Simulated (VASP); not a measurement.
# Ir in VASP: single point with PBE

Aim: the single point of Ir with PBE.

All numbers are computed with VASP 6.6.1; they aren't measurements. Logs are shortened: lines on timing, memory, paths and dates and some standing lists are left out, and cuts for length are marked.

## 1. The cell of the first run

The cell holds a slab with vacuum, 16 atoms: a = 5.474 Å, b = 5.474 Å, c = 21.806 Å, α = 90.00°, β = 90.00°, γ = 90.00°.

## 2. Single point, PBE

Contents of INCAR:

```
SYSTEM = Ir
PREC = Accurate
ENCUT = 520
EDIFF = 1E-6
ISMEAR = 0
SIGMA = 0.1
LREAL = Auto
LASPH = .TRUE.
NELM = 80
ALGO = Normal
ISIF = 2
LWAVE = .FALSE.
LCHARG = .FALSE.
LDIPOL = .TRUE.
IDIPOL = 3
DIPOL = 0.5 0.5 0.499
GGA = PE
NBANDS = 86
```

Contents of KPOINTS:

```
regular mesh
0
G
  4 4 1
  0 0 0
```

Contents of POSCAR:

```
Ir
1.0
    5.4739356049      0.0000000000      0.0000000000
    0.0000000000      5.4739356049      0.0000000000
    0.0000000000      0.0000000000     21.8059854790
Ir
16
Direct
    0.2500000000      0.2500000000      0.3668717476
    0.2500000000      0.7500000000      0.3668717476
    0.7500000000      0.2500000000      0.3668717476
    0.7500000000      0.7500000000      0.3668717476
    0.5000000000      0.5000000000      0.4556239159
    0.5000000000      0.0000000000      0.4556239159
    0.0000000000      0.5000000000      0.4556239159
    0.0000000000      0.0000000000      0.4556239159
    0.7500000000      0.7500000000      0.5449827066
    0.7500000000      0.2500000000      0.5449827066
    0.2500000000      0.7500000000      0.5449827066
    0.2500000000      0.2500000000      0.5449827066
    0.0000000000      0.0000000000      0.6294641355
    0.0000000000      0.5000000000      0.6294641355
    0.5000000000      0.0000000000      0.6294641355
    0.5000000000      0.5000000000      0.6294641355
```

Potentials or basis: VASP PAW PBE potentials, release 64 (Ir).

The run is started by

```
cat potpaw_PBE.64/Ir/POTCAR > POTCAR
mpirun -np 1 vasp_std > vasp.out
```

OUTCAR:

```text
SYSTEM = Ir
   PREC = Accurate
   ENCUT = 520
   EDIFF = 1E-6
   ISMEAR = 0
   LREAL = Auto
   LASPH = .TRUE.
   NELM = 80
   ISIF = 2
   GGA = PE

 ion  position               nearest neighbor table
   1  0.250  0.250  0.367-   2 2.74   3 2.74   2 2.74   3 2.74   7 2.74   8 2.74   5 2.74   6 2.74

   2  0.250  0.750  0.367-   1 2.74   4 2.74   1 2.74   4 2.74   7 2.74   8 2.74   5 2.74   6 2.74

   3  0.750  0.250  0.367-   1 2.74   4 2.74   4 2.74   1 2.74   7 2.74   8 2.74   5 2.74   6 2.74
[... 33 lines left out ...]
 A1 = (   5.4739356049,   0.0000000000,   0.0000000000)
 A2 = (   0.0000000000,   5.4739356049,   0.0000000000)
 A3 = (   0.0000000000,   0.0000000000,  21.8059854790)

Analysis of symmetry for initial positions (statically):
=====================================================================
 Subroutine PRICEL returns following result:

  LATTYP: Found a simple tetragonal cell.
 ALAT       =     2.7369678025
 C/A-ratio  =     7.9672057010

  Lattice vectors:

 A1 = (   2.7369678025,   0.0000000000,   0.0000000000)
 A2 = (   0.0000000000,   2.7369678025,   0.0000000000)
 A3 = (   0.0000000000,   0.0000000000,  21.8059854790)

   4 primitive cells build up your supercell.

 Routine SETGRP: Setting up the symmetry group for a
 simple tetragonal supercell.

 Subroutine GETGRP returns: Found  8 space group operations
 (whereof  8 operations were pure point group operations)
 out of a pool of 16 trial point group operations.

The static configuration has the point symmetry C_4v.

Analysis of symmetry for dynamics (positions and initial velocities):
=====================================================================
 Subroutine PRICEL returns following result:

  LATTYP: Found a simple tetragonal cell.
 ALAT       =     2.7369678025
 C/A-ratio  =     7.9672057010

  Lattice vectors:

 A1 = (   2.7369678025,   0.0000000000,   0.0000000000)
 A2 = (   0.0000000000,   2.7369678025,   0.0000000000)
 A3 = (   0.0000000000,   0.0000000000,  21.8059854790)

   4 primitive cells build up your supercell.

 Routine SETGRP: Setting up the symmetry group for a
 simple tetragonal supercell.

 Subroutine GETGRP returns: Found  8 space group operations
 (whereof  8 operations were pure point group operations)
 out of a pool of 16 trial point group operations.

The dynamic configuration has the point symmetry C_4v.

 Subroutine INISYM returns: Found  8 space group operations
[... 92 lines left out ...]
   PSTRESS=    0.0 pullay stress
   NELECT =     144.0000    total number of electrons
   NUPDOWN=      -1.0000    fix difference up-down
   EMIN   =  10.00;   EMAX   =-10.00  energy-range for DOS
   EFERMI =   0.00;   METHOD = LEGACY
   ISMEAR =     0;   SIGMA  =   0.10  broadening in eV -4-tet -1-fermi 0-gaus
   EFERMI_NEDOS =   21; number of points for ismear=-14 and -15
   IALGO  =     38    algorithm
   IMIX   =      4    mixing-type and parameters
     AMIX     =   0.40;   BMIX     =  1.00
     AMIX_MAG =   1.60;   BMIX_MAG =  1.00
  volume/ion in A,a.u.               =      40.84       275.58
  Fermi-wavevector in a.u.,A,eV,Ry     =   0.988866  1.868685 13.304529  0.977855
  Thomas-Fermi vector in A             =   2.120423
   LORBIT       =      0    0 simple, 1 ext, 2 COOP (PROOUT), +10 PAW based schemes
   GGA     = PE    functional components
   LHFCALC =     F    Hartree Fock is set to
   AEXX    =    0.0000 exact exchange contribution
   IVDW    =     0    specifies the selected vdW correction
   LEPSILON=     F    determine dielectric tensor
   LRPA    =     F    only Hartree local field effects (RPA)
 non-spin polarized calculation
 Gauss-broadening in eV      SIGMA  =   0.10
  energy-cutoff  :      520.00
  volume of cell :      653.39
 maximum number of plane-waves:     17676
 NGX is ok and might be reduce to    42
   NGX = 21   NGY = 21   NGZ = 81

 dipolmoment           0.000000      0.000000      0.006900 electrons x Angstroem

 number of electron     143.9999982 magnetization

 dipolmoment           0.000000      0.000000     -0.003232 electrons x Angstroem

 Free energy of the ion-electron system (eV)
  ---------------------------------------------------
  ext. energy  EPLUGINS =         0.00000000
  ---------------------------------------------------
  free energy    TOTEN  =      -130.41640743 eV

  energy without entropy =     -130.30468078  energy(sigma->0) =     -130.36054411

 E-fermi :  -0.1257     XC(G=0):  -5.8640

 val. band max:       -0.1457549602   @ k =   0.2500   0.0000   0.0000
 cond. band min:      -0.1202157932   @ k =   0.2500   0.0000   0.0000
 fundamental gap:      0.0255391670
 Fermi energy:        -0.1257018502

 k-point     1 :       0.0000    0.0000    0.0000
  band No.  band energies     occupation
      1     -10.2052      2.00000
      2      -8.3027      2.00000
      3      -7.4805      2.00000
      4      -7.4805      2.00000
      5      -7.3938      2.00000
      6      -7.3938      2.00000
[... 511 lines left out ...]
     83       0.7254      0.00000
     84       0.7254      0.00000
 [bands above 84 left out]

------------------------ aborting loop because EDIFF is reached ----------------------------------------

 vacuum level on the upper side and lower side of the slab       (xc-potential included)        -0.223        -0.220

  FORCE on cell =-STRESS in cart. coord.  units (eV):
  Direction    XX          YY          ZZ          XY          YZ          ZX
  --------------------------------------------------------------------------------------
  -------------------------------------------------------------------------------------
  Total      -16.6623238    -16.6623238     -5.9399825      0.0000000      0.0000000     -0.0000000
  in kB      -40.8574319    -40.8574319    -14.5653412      0.0000000      0.0000000     -0.0000000
  external PRESSURE =     -32.0934017 kB  Pullay stress =       0.0000000 kB

 VOLUME and BASIS-vectors are now :
 -----------------------------------------------------------------------------
  energy-cutoff  :      520.00
  volume of cell :      653.39
      direct lattice vectors                 reciprocal lattice vectors
     5.473935605  0.000000000  0.000000000     0.182683917  0.000000000  0.000000000
     0.000000000  5.473935605  0.000000000     0.000000000  0.182683917  0.000000000
     0.000000000  0.000000000 21.805985479     0.000000000  0.000000000  0.045858968

 POSITION                                       TOTAL-FORCE (eV/Angst)
 -----------------------------------------------------------------------------------
      1.36848      1.36848      8.00000         0.000000      0.000000      0.831439
      1.36848      4.10545      8.00000         0.000000     -0.000000      0.831439
      4.10545      1.36848      8.00000        -0.000000      0.000000      0.831439
      4.10545      4.10545      8.00000         0.000000     -0.000000      0.831439
      2.73697      2.73697      9.93533        -0.000000     -0.000000     -0.870023
      2.73697      0.00000      9.93533        -0.000000     -0.000000     -0.870023
[... 8 lines left out ...]
      2.73697      0.00000     13.72609         0.000000     -0.000000      0.046556
      2.73697      2.73697     13.72609         0.000000     -0.000000      0.046556
 -----------------------------------------------------------------------------------
    total drift:                                0.000000      0.000000     -0.008240

  FREE ENERGIE OF THE ION-ELECTRON SYSTEM (eV)
  ---------------------------------------------------
  free  energy   TOTEN  =      -130.4164074346 eV

  energy  without entropy=     -130.3046807822  energy(sigma->0) =     -130.36054411

 vacuum level on the upper side and lower side of the slab         5.275         5.283
```

OSZICAR:

```text
N       E                     dE             d eps       ncg     rms          rms(c)
DAV:   1     0.141417623597E+04    0.14142E+04   -0.57694E+04  1032   0.144E+03
DAV:   2     0.307851808626E+02   -0.13834E+04   -0.12939E+04  1038   0.437E+02
DAV:   3    -0.125095753196E+03   -0.15588E+03   -0.14374E+03  1368   0.129E+02
DAV:   4    -0.138512293006E+03   -0.13417E+02   -0.12345E+02  1504   0.366E+01
[... 22 lines left out ...]
DAV:  27    -0.130416396304E+03   -0.30467E-05   -0.45673E-07   638   0.422E-03    0.377E-03
DAV:  28    -0.130416402859E+03   -0.65547E-05   -0.10397E-06   730   0.549E-03    0.601E-03
DAV:  29    -0.130416405388E+03   -0.25286E-05   -0.33386E-07   638   0.450E-03    0.300E-03
DAV:  30    -0.130416406936E+03   -0.15484E-05   -0.23389E-07   622   0.213E-03    0.178E-03
DAV:  31    -0.130416407435E+03   -0.49854E-06   -0.98506E-08   594   0.234E-03
   1 F= -.13041641E+03 E0= -.13036054E+03  d E =-.111727E+00
```

Wall time 18 min (1 thread of Intel Xeon Platinum 8488C (Sapphire Rapids), shared host); peak memory 0.68 GiB.

Results:

* Free energy: -130.4164 eV
* Largest force: 0.870 eV/Å
* Band gap on the k mesh: zero (band 72 reaches 0.40 eV, above the bottom of band 73 at -0.40 eV)

Forces on the atoms (eV/Å):
```
Ir   0.000  0.000  0.831
Ir   0.000  0.000  0.831
Ir   0.000  0.000  0.831
Ir   0.000  0.000  0.831
Ir   0.000  0.000 -0.870
Ir   0.000  0.000 -0.870
Ir   0.000  0.000 -0.870
Ir   0.000  0.000 -0.870
Ir   0.000  0.000 -0.008
Ir   0.000  0.000 -0.008
Ir   0.000  0.000 -0.008
Ir   0.000  0.000 -0.008
Ir   0.000  0.000  0.047
Ir   0.000  0.000  0.047
Ir   0.000  0.000  0.047
Ir   0.000  0.000  0.047
```

Levels at points of the mesh, in eV from the Fermi level:
```csv
k point,band 69,band 70,band 71,band 72,band 73,band 74
"(0.00, 0.00, 0.00)",0.15,0.25,0.52,0.53,0.76,0.78
"(0.50, 0.00, 0.00)",-0.22,-0.22,0.13,0.13,0.15,0.15
"(0.50, 0.50, 0.00)",-1.10,-1.10,-1.10,-1.10,-0.28,-0.28
```

Caveat: spin-orbit coupling is left out, which moves the levels of the heavy elements.
